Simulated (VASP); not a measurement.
# Ir (P6/mmm) in VASP: a series of runs, part 2 of 2

VASP 6.6.1. Earlier steps stand in the parts before.

## (3) Single point, PBE (13.78 Å³/atom)

This run uses another cell than the first one, of 13.78 Å³/atom.

The input, INCAR:

```
PREC = Accurate
ENCUT = 520
EDIFF = 1E-6
ISMEAR = -1
SIGMA = 0.1
LREAL = False
LASPH = True
NELM = 60
ALGO = Normal
ISIF = 2
LWAVE = False
LCHARG = True
GGA = PE
LELF = True
LVHAR = True
NBANDS = 20
```

The input, KPOINTS:

```
regular mesh
0
Gamma
  9 9 13
```

The input, POSCAR:

```
Ir
1.0
    4.2595574003      0.0000000000      0.0000000000
   -2.1297787001      3.6888849176      0.0000000000
    0.0000000000      0.0000000000      2.6303789049
Ir
3
Direct
    1.0000000000      1.0000000000      0.0000000000
    0.3333333333      0.6666666667      0.5000000000
    0.6666666667      0.3333333333      0.5000000000
```

Potentials or basis: VASP PAW PBE potentials, release 64 (Ir).

Started as:

```console
$ cat potpaw_PBE.64/Ir/POTCAR > POTCAR
$ mpirun -np 1 vasp_std > vasp.out
```

OUTCAR:

```text
PREC = Accurate
   ENCUT = 520
   EDIFF = 1E-6
   ISMEAR = -1
   LREAL = False
   LASPH = True
   NELM = 60
   ISIF = 2
   GGA = PE

 ion  position               nearest neighbor table
   1  0.000  0.000  0.000-   2 2.79   3 2.79   2 2.79   3 2.79   3 2.79   3 2.79   2 2.79   2 2.79
                             3 2.79   3 2.79   2 2.79   2 2.79
   2  0.333  0.667  0.500-   3 2.46   3 2.46   3 2.46   1 2.79   1 2.79   1 2.79   1 2.79   1 2.79
                             1 2.79
   3  0.667  0.333  0.500-   2 2.46   2 2.46   2 2.46   1 2.79   1 2.79   1 2.79   1 2.79   1 2.79
                             1 2.79

  LATTYP: Found a hexagonal cell.
 ALAT       =     4.2595574003
 C/A-ratio  =     0.6175239955

  Lattice vectors:

 A1 = (   4.2595574003,   0.0000000000,   0.0000000000)
 A2 = (  -2.1297787001,   3.6888849176,   0.0000000000)
 A3 = (   0.0000000000,   0.0000000000,   2.6303789049)

Analysis of symmetry for initial positions (statically):
=====================================================================
 Subroutine PRICEL returns:
 Original cell was already a primitive cell.

 Routine SETGRP: Setting up the symmetry group for a
 hexagonal supercell.

 Subroutine GETGRP returns: Found 24 space group operations
 (whereof 24 operations were pure point group operations)
 out of a pool of 24 trial point group operations.

The static configuration has the point symmetry D_6h.

Analysis of symmetry for dynamics (positions and initial velocities):
=====================================================================
 Subroutine PRICEL returns:
 Original cell was already a primitive cell.

 Routine SETGRP: Setting up the symmetry group for a
 hexagonal supercell.

 Subroutine GETGRP returns: Found 24 space group operations
 (whereof 24 operations were pure point group operations)
 out of a pool of 24 trial point group operations.

The dynamic configuration has the point symmetry D_6h.

 Subroutine INISYM returns: Found 24 space group operations
 (whereof 24 operations are pure point group operations),
 and found     1 'primitive' translations

----------------------------------------------------------------------------------------

                                     Primitive cell

  volume of cell :      41.3312

  direct lattice vectors                    reciprocal lattice vectors
     4.259557400  0.000000000  0.000000000     0.234766175  0.135542315  0.000000000
    -2.129778700  3.688884918  0.000000000     0.000000000  0.271084629  0.000000000
     0.000000000  0.000000000  2.630378905     0.000000000  0.000000000  0.380173365

  length of vectors
     4.259557400  4.259557400  2.630378905     0.271084629  0.271084629  0.380173365

  position of ions in fractional coordinates (direct lattice)
     0.000000000  0.000000000  0.000000000
     0.333333333  0.666666667  0.500000000
     0.666666667  0.333333333  0.500000000

  ion indices of the primitive-cell ions
   primitive index   ion index
                 1           1
                 2           2
                 3           3

----------------------------------------------------------------------------------------

 KPOINTS: regular mesh

Automatic generation of k-mesh.
 Grid dimensions read from file:
 generate k-points for:    9    9   13

 Generating k-lattice:

  Cartesian coordinates                     Fractional coordinates (reciprocal lattice)
     0.026085131  0.015060257  0.000000000     0.111111111  0.000000000  0.000000000
     0.000000000  0.030120514  0.000000000     0.000000000  0.111111111  0.000000000
     0.000000000  0.000000000  0.029244105     0.000000000  0.000000000  0.076923077

  Length of vectors
     0.030120514  0.030120514  0.029244105

  Shift w.r.t. Gamma in fractional coordinates (k-lattice)
     0.000000000  0.000000000  0.000000000

 Subroutine IBZKPT returns following result:
 ===========================================

 Found     84 irreducible k-points:

 Following reciprocal coordinates:
            Coordinates               Weight
  0.000000  0.000000  0.000000      1.000000
  0.111111  0.000000  0.000000      6.000000
  0.222222  0.000000  0.000000      6.000000
  0.333333  0.000000  0.000000      6.000000
  0.444444  0.000000  0.000000      6.000000
  0.111111  0.111111  0.000000      6.000000
[... 16 lines left out ...]
  0.333333  0.222222  0.076923     24.000000
  0.333333  0.333333  0.076923      4.000000
 [... further k-points ...]
   k-points           NKPTS =     84   k-points in BZ     NKDIM =     84   number of bands    NBANDS=     20
   number of dos      NEDOS =    301   number of ions     NIONS =      3
   total plane-waves  NPLWV =  20480
   dimension x,y,z NGX =    32 NGY =   32 NGZ =   20
   dimension x,y,z NGXF=    64 NGYF=   64 NGZF=   40
   ions per type =               3
   NGX,Y,Z   is equivalent  to a cutoff of  12.49, 12.49, 12.64 a.u.
   NGXF,Y,Z  is equivalent  to a cutoff of  24.98, 24.98, 25.28 a.u.
 SYSTEM =  unknown system
   PREC   = accura    normal or accurate (medium, high low for compatibility)
   ISTART =      0    job   : 0-new  1-cont  2-samecut
   ICHARG =      2    charge: 1-file 2-atom 10-const
   ISPIN  =      1    spin polarized calculation?
   LNONCOLLINEAR =      F non collinear calculations
   LSORBIT =      F    spin-orbit coupling
   LASPH  =      T    aspherical Exc in radial PAW
   ENCUT  =  520.0 eV  38.22 Ry    6.18 a.u.   7.92  7.92  4.89*2*pi/ulx,y,z
   NELM   =     60;   NELMIN=  2; NELMDL= -5     # of ELM steps
   EDIFF  = 0.1E-05   stopping-criterion for ELM
   LREAL  =      F    real-space projection
   EDIFFG = 0.1E-04   stopping-criterion for IOM
   NSW    =      0    number of steps for IOM
   IBRION =     -1    ionic relax: 0-MD 1-quasi-New 2-CG
   NFREE  =      0    steps in history (QN), initial steepest desc. (CG)
   ISIF   =      2    stress and relaxation
   ISYM   =      2    0-nonsym 1-usesym 2-fastsym
   POTIM  = 0.5000    time-step for ionic-motion
   TEBEG  =    0.0;   TEEND  =   0.0 temperature during run
   PSTRESS=    0.0 pullay stress
   NELECT =      27.0000    total number of electrons
   NUPDOWN=      -1.0000    fix difference up-down
   EMIN   =  10.00;   EMAX   =-10.00  energy-range for DOS
   EFERMI =   0.00;   METHOD = LEGACY
   ISMEAR =    -1;   SIGMA  =   0.10  broadening in eV -4-tet -1-fermi 0-gaus
   EFERMI_NEDOS =   21; number of points for ismear=-14 and -15
   IALGO  =     38    algorithm
   IMIX   =      4    mixing-type and parameters
     AMIX     =   0.40;   BMIX     =  1.00
     AMIX_MAG =   1.60;   BMIX_MAG =  1.00
  volume/ion in A,a.u.               =      13.78        92.97
  Fermi-wavevector in a.u.,A,eV,Ry     =   1.420485  2.684328 27.453549  2.017779
  Thomas-Fermi vector in A             =   2.541396
   LORBIT       =      0    0 simple, 1 ext, 2 COOP (PROOUT), +10 PAW based schemes
   GGA     = PE    functional components
   LHFCALC =     F    Hartree Fock is set to
   AEXX    =    0.0000 exact exchange contribution
   IVDW    =     0    specifies the selected vdW correction
   LEPSILON=     F    determine dielectric tensor
   LRPA    =     F    only Hartree local field effects (RPA)
 non-spin polarized calculation
  energy-cutoff  :      520.00
  volume of cell :       41.33
 maximum number of plane-waves:      1140
 NGX is ok and might be reduce to    32
   NGX = 15   NGY = 15   NGZ =  9

 number of electron      27.0000001 magnetization

 Free energy of the ion-electron system (eV)
  ---------------------------------------------------
  ext. energy  EPLUGINS =         0.00000000
  ---------------------------------------------------
  free energy    TOTEN  =       -25.28426761 eV

  energy without entropy =      -25.14703985  energy(sigma->0) =      -25.21565373

 E-fermi :  10.8885     XC(G=0): -14.1268

 val. band max:       10.8871570072   @ k =   0.2222   0.0000   0.4615
 cond. band min:      10.8894784275   @ k =   0.3333   0.1111   0.2308
 fundamental gap:      0.0023214203
 Fermi energy:        10.8885049414

 k-point     1 :       0.0000    0.0000    0.0000
  band No.  band energies     occupation
      1      -0.5266      2.00000
      2       3.1501      2.00000
      3       5.6860      2.00000
      4       5.9649      2.00000
      5       5.9649      2.00000
      6       5.9850      2.00000
[... 12 lines left out ...]
     19      19.8285      0.00000
[... 513 lines left out ...]
      4       5.2827      2.00000
      5       5.2827      2.00000
      6       5.7780      2.00000
[... 12 lines left out ...]
     19      22.9237      0.00000
     20      24.1644      0.00000

 [... further k-points ...]

------------------------ aborting loop because EDIFF is reached ----------------------------------------

  FORCE on cell =-STRESS in cart. coord.  units (eV):
  Direction    XX          YY          ZZ          XY          YZ          ZX
  --------------------------------------------------------------------------------------
  -------------------------------------------------------------------------------------
  Total        9.1096958      9.1096958      7.9208916      0.0000000     -0.0000000      0.0000000
  in kB      353.1315841    353.1315841    307.0483418      0.0000000     -0.0000000      0.0000000
  external PRESSURE =     337.7705033 kB  Pullay stress =       0.0000000 kB

 VOLUME and BASIS-vectors are now :
 -----------------------------------------------------------------------------
  energy-cutoff  :      520.00
  volume of cell :       41.33
      direct lattice vectors                 reciprocal lattice vectors
     4.259557400  0.000000000  0.000000000     0.234766175  0.135542315  0.000000000
    -2.129778700  3.688884918  0.000000000     0.000000000  0.271084629  0.000000000
     0.000000000  0.000000000  2.630378905     0.000000000  0.000000000  0.380173365

 POSITION                                       TOTAL-FORCE (eV/Angst)
 -----------------------------------------------------------------------------------
      0.00000      0.00000      0.00000         0.000000      0.000000      0.000000
     -0.00000      2.45926      1.31519         0.000000      0.000000      0.000000
      2.12978      1.22963      1.31519        -0.000000      0.000000     -0.000000
 -----------------------------------------------------------------------------------
    total drift:                               -0.000000      0.000000      0.000000

  FREE ENERGIE OF THE ION-ELECTRON SYSTEM (eV)
  ---------------------------------------------------
  free  energy   TOTEN  =       -25.2842676099 eV

  energy  without entropy=      -25.1470398485  energy(sigma->0) =      -25.21565373
```

OSZICAR:

```text
N       E                     dE             d eps       ncg     rms          rms(c)
DAV:   1     0.274571724535E+03    0.27457E+03   -0.12176E+04  3360   0.133E+03
DAV:   2    -0.141681727072E+02   -0.28874E+03   -0.27450E+03  3376   0.403E+02
DAV:   3    -0.264554489539E+02   -0.12287E+02   -0.11305E+02  3964   0.928E+01
DAV:   4    -0.267628186623E+02   -0.30737E+00   -0.30533E+00  3824   0.135E+01
DAV:   5    -0.267687446762E+02   -0.59260E-02   -0.59251E-02  3876   0.182E+00    0.300E+01
DAV:   6    -0.256022424898E+02    0.11665E+01   -0.20862E+00  3832   0.158E+01    0.136E+01
DAV:   7    -0.258236715161E+02   -0.22143E+00   -0.42436E+00  4696   0.222E+01    0.769E+00
DAV:   8    -0.252946801033E+02    0.52899E+00   -0.26375E+00  4676   0.159E+01    0.175E+00
DAV:   9    -0.252843042592E+02    0.10376E-01   -0.44952E-02  3552   0.212E+00    0.365E-01
DAV:  10    -0.252842553708E+02    0.48888E-04   -0.10246E-03  4396   0.312E-01    0.434E-02
DAV:  11    -0.252842648259E+02   -0.94551E-05   -0.28699E-05  3752   0.461E-02    0.198E-02
DAV:  12    -0.252842683071E+02   -0.34812E-05   -0.56601E-06  3756   0.263E-02    0.355E-03
DAV:  13    -0.252842676099E+02    0.69717E-06   -0.48668E-07  1972   0.741E-03
   1 F= -.25284268E+02 E0= -.25215654E+02  d E =-.137228E+00
```

stdout:

```text
POSCAR found type information on POSCAR Ir
 POSCAR found :  1 types and       3 ions
 scaLAPACK will be used
 LDA part: xc-table for (Slater+PW92), standard interpolation
 POSCAR, INCAR and KPOINTS ok, starting setup
 FFT: planning ... GRIDC
 FFT: planning ... GRID_SOFT
 FFT: planning ... GRID
 WAVECAR not read
 entering main loop
```

Run time: 76 s. Hardware: 1 thread of Intel Xeon 8259CL, shared host; peak memory 0.19 GiB.

Results:

```
Free energy            : -25.2843 eV
Pressure               : 33.8 GPa
Band gap on the k mesh : zero (an odd number of electrons rules out a gap without spin polarisation)
```

Stress tensor (GPa, compression positive):
```
35.31  0.00  0.00
 0.00 35.31  0.00
 0.00  0.00 30.70
```

Caveat: the cell stands under pressure; spin-orbit coupling is left out, which moves the levels of the heavy elements.

## (4) Single point, PBE (14.38 Å³/atom)

This run uses another cell than the first one, of 14.38 Å³/atom.

The input, INCAR:

```
PREC     = Accurate       # precision mode
ENCUT    = 520            # plane-wave cutoff, eV
EDIFF    = 1E-7           # SCF threshold, eV
ISMEAR   = -1             # smearing method
SIGMA    = 0.1            # smearing width, eV
LREAL    = F              # projectors in reciprocal space
LASPH    = T              # aspherical terms in the spheres
NELM     = 100            # most SCF steps
ALGO     = Normal         # electronic algorithm
ISIF     = 2              # what is computed and relaxed
LWAVE    = F              # write WAVECAR
LCHARG   = F              # write CHGCAR
GGA      = PE             # functional
NBANDS   = 20             # bands
```

The input, KPOINTS:

```
Automatic mesh
0
Gamma
  9 9 13
```

The input, POSCAR:

```
Ir
1.0
    4.3204164427      0.0000000000      0.0000000000
   -2.1602082213      3.7415903943      0.0000000000
    0.0000000000      0.0000000000      2.6679608239
Ir
3
Direct
    1.0000000000      1.0000000000      0.0000000000
    0.3333333333      0.6666666667      0.5000000000
    0.6666666667      0.3333333333      0.5000000000
```

Started as:

```console
$ cat potpaw_PBE.64/Ir/POTCAR > POTCAR
$ mpirun -np 1 vasp_std > vasp.out
```

It took 78 s on 1 thread of Intel Xeon 8259CL, shared host; peak memory 0.2 GiB.

The run converged. Its results:

| Quantity | Value |
| --- | --- |
| Free energy | -25.5545 eV |
| Pressure | 15.0 GPa |
| Band gap on the k mesh | zero (an odd number of electrons rules out a gap without spin polarisation) |

Stress tensor (GPa, compression positive):
```
15.88  0.00  0.00
 0.00 15.88  0.00
 0.00  0.00 13.28
```

Levels at points of the mesh, in eV from the Fermi level:
```csv
k point,band 11,band 12,band 13,band 14,band 15,band 16,band 17,band 18
"(0.00, 0.00, 0.00)",-2.12,-2.12,-2.07,-2.07,1.20,1.20,6.21,7.53
```

Caveat: the cell stands under pressure; spin-orbit coupling is left out, which moves the levels of the heavy elements.

## (5) Single point, PBE

This run uses another cell than the first one, of 14.98 Å³/atom.

The input, INCAR:

```
SYSTEM = Ir
PREC = Accurate
ENCUT = 520
EDIFF = 1E-6
ISMEAR = -1
SIGMA = 0.1
LREAL = .False.
LASPH = .True.
NELM = 60
ALGO = Normal
ISIF = 2
LWAVE = .False.
LCHARG = .True.
GGA = PE
LELF = .True.
LVHAR = .True.
NBANDS = 20
```

The input, KPOINTS:

```
Automatic mesh
0
Gamma
  9 9 12
  0 0 0
```

The input, POSCAR:

```
Ir
1.0
    4.3796075849      0.0000000000      0.0000000000
   -2.1898037924      3.7928514271      0.0000000000
    0.0000000000      0.0000000000      2.7045127746
Ir
3
Direct
    1.0000000000      1.0000000000      0.0000000000
    0.3333333333      0.6666666667      0.5000000000
    0.6666666667      0.3333333333      0.5000000000
```

Started as:

```console
$ cat potpaw_PBE.64/Ir/POTCAR > POTCAR
$ mpirun -np 1 vasp_std > vasp.out
```

It took 1.7 min on 1 thread of Intel Xeon 8259CL, shared host; peak memory 0.21 GiB.

Results (log left out):

```
Free energy            : -25.6344 eV
Pressure               : 0.3 GPa
Band gap on the k mesh : zero (an odd number of electrons rules out a gap without spin polarisation)
```

Stress tensor (GPa, compression positive):
```
0.40 0.00 0.00
0.00 0.40 0.00
0.00 0.00 0.23
```

Levels at points of the mesh, in eV from the Fermi level:
```tsv
k point	band 11	band 12	band 13	band 14	band 15	band 16	band 17	band 18
(0.00, 0.00, 0.00)	-1.97	-1.97	-1.92	-1.92	1.12	1.12	5.94	7.23
(0.00, 0.00, 0.50)	0.04	0.04	0.61	0.61	2.06	2.74	3.12	8.05
```

Caveat: spin-orbit coupling is left out, which moves the levels of the heavy elements.

## (6) Summary

```csv
cell,k mesh,gap on the mesh (eV),pressure (GPa)
"a = 4.197, b = 4.197, c = 2.592 Å, angles 90.0, 90.0, 120.0°, 3 atoms",9 × 9 × 13,none,57.7
"a = 4.260, b = 4.260, c = 2.630 Å, angles 90.0, 90.0, 120.0°, 3 atoms",9 × 9 × 13,none,33.8
"a = 4.320, b = 4.320, c = 2.668 Å, angles 90.0, 90.0, 120.0°, 3 atoms",9 × 9 × 13,none,15.0
"a = 4.380, b = 4.380, c = 2.705 Å, angles 90.0, 90.0, 120.0°, 3 atoms",9 × 9 × 12,none,0.3
```

Alike in all rows: task single point; level PBE; potentials or basis VASP PAW PBE potentials, release 64 (Ir); no spin polarisation; cutoff (eV) 520; smearing fermi-dirac 0.1 eV.

Caveats: spin-orbit coupling is left out, which moves the levels of the heavy elements; the cell stands under pressure (at least some runs).

Absolute energies hang on the potentials; compare differences alone.
